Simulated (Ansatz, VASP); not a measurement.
**Two plane-wave programs on Mg**

INCAR

```
SYSTEM = Mg
PREC     = Accurate       ! precision mode
ENCUT    = 520            ! plane-wave cutoff, eV
EDIFF    = 1E-6           ! SCF threshold, eV
ISMEAR   = -1             ! smearing method
SIGMA    = 0.1            ! smearing width, eV
LREAL    = .FALSE.        ! projectors in reciprocal space
LASPH    = .TRUE.         ! aspherical terms in the spheres
NELM     = 80             ! most SCF steps
ALGO     = Normal         ! electronic algorithm
ISIF     = 2              ! what is computed and relaxed
LWAVE    = .FALSE.        ! write WAVECAR
LCHARG   = .FALSE.        ! write CHGCAR
GGA      = RP             ! functional
NBANDS   = 7              ! bands
```

The input KPOINTS:

```
regular mesh
0
G
  14 14 14
  0 0 0
```

File POSCAR:

```
Mg
1.0
   -1.7337388876      1.7337388876      1.7337388876
    1.7337388876     -1.7337388876      1.7337388876
    1.7337388876      1.7337388876     -1.7337388876
Mg
1
Direct
    0.0000000000      0.0000000000      0.0000000000
```

Input for Ansatz:

```yaml
crystal:
  lattice:
    - [-1.7337388876, 1.7337388876, 1.7337388876]
    - [1.7337388876, -1.7337388876, 1.7337388876]
    - [1.7337388876, 1.7337388876, -1.7337388876]
  atoms:
    - { symbol: Mg, position: [0.0, 0.0, 0.0] }
hamiltonian:
  xc: rpbe
  pseudopotentials:
    kind: paw
    azcp:
      Mg: "pseudopotentials/Mg.paw.azcp"
basis:
  ecutwfc: 420
  fft_grid_basis: typed
kpoints:
  mp_grid: { grid: [14, 14, 14], shift: [0, 0, 0] }
magnetization:
  spin_polarized: false
scf:
  occupations: { method: fermi_dirac, width: 0.1 }
  lower_state_search: "off"
output:
  stress: true
  write_density: true
  write_potential: true
  elf: true
  volumetric_format: npy
```

Alike in both runs: task single point; functional RPBE; k mesh 14 × 14 × 14; occupations fermi-dirac, width 0.1 eV; no spin polarisation.

|  | VASP | Ansatz |
| --- | --- | --- |
| version | VASP 6.6.1 | Ansatz 0.2.0 |
| potentials or method | VASP PAW PBE potentials, release 64 (Mg), cutoff 520 eV | plane waves (420 eV) with PAW, scalar-relativistic |
| valence electrons in the cell | 2 | 10 |

|  | VASP | Ansatz | Ansatz less VASP |
| --- | --- | --- | --- |
| pressure (GPa) | 5.3 | 5.5 | +0.22 |

VASP's potentials were made for PBE, not for RPBE. VASP's potentials hold 2 valence electrons a cell and Ansatz's 10, so a difference there can come from the potentials and not from the codes.
